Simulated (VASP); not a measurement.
Write the native input for VASP 6.6.1 that does the following.

```yaml
Task: relaxation of cell and atoms
Functional: PBE
Potentials_or_basis: VASP PAW PBE potentials, release 64 (In_d, C)
Cutoff: 600 eV
k_mesh: 4 × 4 × 8
Occupations: gaussian, width 0.1 eV
Spin: no spin polarisation
Dipole_correction: no
Further_INCAR_settings: ALGO = Normal; EDIFF = 1e-06; IBRION = 2; EDIFFG = -0.04; NSW = 90; ISIF = 3
```

The structure of InC2 lies in POSCAR:

```
InC2
1.0
    5.6000802800      0.0000000000      0.0000000000
    0.0000000000      5.6000802800      0.0000000000
    0.0000000000      0.0000000000      2.2194710300
In C
2 4
Direct
    0.5000000000      0.5000000000      0.0000000000
    0.0000000000      0.0000000000      0.0000000000
    0.8631799800      0.6368200200      0.0000000000
    0.1368200200      0.3631799800      0.0000000000
    0.6368200200      0.1368200200      0.0000000000
    0.3631799800      0.8631799800      0.0000000000
```

The cell was built from a structure type or drawn by symmetry, and may not be a known phase.

One way to write it, as run:

INCAR

```
SYSTEM = InC2
PREC = Accurate ; ENCUT = 600
EDIFF = 1E-6 ; ISMEAR = 0
SIGMA = 0.1 ; LREAL = .False.
LASPH = .True. ; NELM = 100
ALGO = Normal ; ISIF = 3
LWAVE = .False. ; LCHARG = .False.
GGA = PE ; IBRION = 2
NSW = 90 ; EDIFFG = -0.04
```

KPOINTS

```
regular mesh
0
Gamma
  4 4 8
  0 0 0
```

Potentials or basis: VASP PAW PBE potentials, release 64 (In_d, C).

The run is started by

```console
$ cat potpaw_PBE.64/In_d/POTCAR potpaw_PBE.64/C/POTCAR > POTCAR
$ mpirun -np 1 vasp_std > vasp.out
```

Results of the run:

```json
{"Relaxed volume": "16.39 Å³/atom", "Relaxed cell": "a = 5.404 Å, b = 5.404 Å, c = 3.366 Å, α = 90.00°, β = 90.00°, γ = 90.00°", "Space group after relaxing (to 0.1 Å)": "P4/mbm (No. 127)", "Energy gained by relaxing": "2177.4 meV/atom", "Ionic steps": "20", "Pressure after relaxing": "-0.3 GPa", "Largest force after relaxing": "0.006 eV/Å", "Band gap on the k mesh": "zero (bands 21 and 22 overlap by 2.10 eV)"}
```

Caveat: the volume moved by over 15 % at a fixed basis, so the end points are rough; spin-orbit coupling is left out, which moves the levels of the heavy elements.

Run time: 6.5 min on 1 thread of Intel(R) Xeon(R) 6975P-C (Granite Rapids), on a shared host, peak memory 0.23 GiB.
